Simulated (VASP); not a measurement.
A run of VASP 6.6.1 is set up as follows.

Contents of INCAR:

```
ALGO = Normal
EDIFF = 1E-6
ENCUT = 500
GGA = PE
GGA_COMPAT = False
ISIF = 2
ISMEAR = 0
LASPH = True
LCHARG = False
LREAL = False
LWAVE = False
NBANDS = 127
NELM = 120
PREC = Accurate
SIGMA = 0.01
```

KPOINTS

```
Automatic mesh
0
Gamma
  2 2 2
  0.5 0.5 0.5
```

Contents of POSCAR:

```
ZrS2
1.0
    5.5278124674      3.1914840161      6.7579086874
   -5.5278124674      3.1914840161      6.7579086874
    0.0000000000     -6.3829680322      6.7579086874
Zr S
9 18
Direct
    1.0000000000      0.3333333333      0.6666666667
    1.0000000000      0.6666666667      0.3333333333
    0.3333333333      0.0000000000      0.6666666667
    0.0000000000      0.0000000000      0.0000000000
    0.3333333333      0.3333333333      0.3333333333
    0.6666666667      0.6666666667      0.6666666667
    0.3333333333      0.6666666667      0.0000000000
    0.6666666667      0.0000000000      0.3333333333
    0.6666666667      0.3333333333      0.0000000000
    0.4841167653      0.4841167653      0.8174500986
    0.4841167653      0.8174500986      0.4841167653
    0.8174500986      0.1507834319      0.8174500986
    0.4841167653      0.1507834319      0.1507834319
    0.8174500986      0.4841167653      0.4841167653
    0.1507834319      0.8174500986      0.8174500986
    0.8174500986      0.8174500986      0.1507834319
    0.1507834319      0.1507834319      0.4841167653
    0.1507834319      0.4841167653      0.1507834319
    0.1825499014      0.5158832347      0.5158832347
    0.1825499014      0.8492165681      0.1825499014
    0.5158832347      0.1825499014      0.5158832347
    0.1825499014      0.1825499014      0.8492165681
    0.5158832347      0.5158832347      0.1825499014
    0.8492165681      0.8492165681      0.5158832347
    0.5158832347      0.8492165681      0.8492165681
    0.8492165681      0.1825499014      0.1825499014
    0.8492165681      0.5158832347      0.8492165681
```

Potentials or basis: VASP PAW PBE potentials, release 64 (Zr_sv, S).

Launch:

```console
$ cat potpaw_PBE.64/Zr_sv/POTCAR potpaw_PBE.64/S/POTCAR > POTCAR
$ mpirun -np 1 vasp_std > vasp.out
```

(1) Predict the pressure.

(2) What does it give for the band gap on the k mesh?

Answers

(1) 0.0 GPa.

(2) 1.20 eV.

Caveat: a shifted mesh leaves out Γ, where band edges can lie.
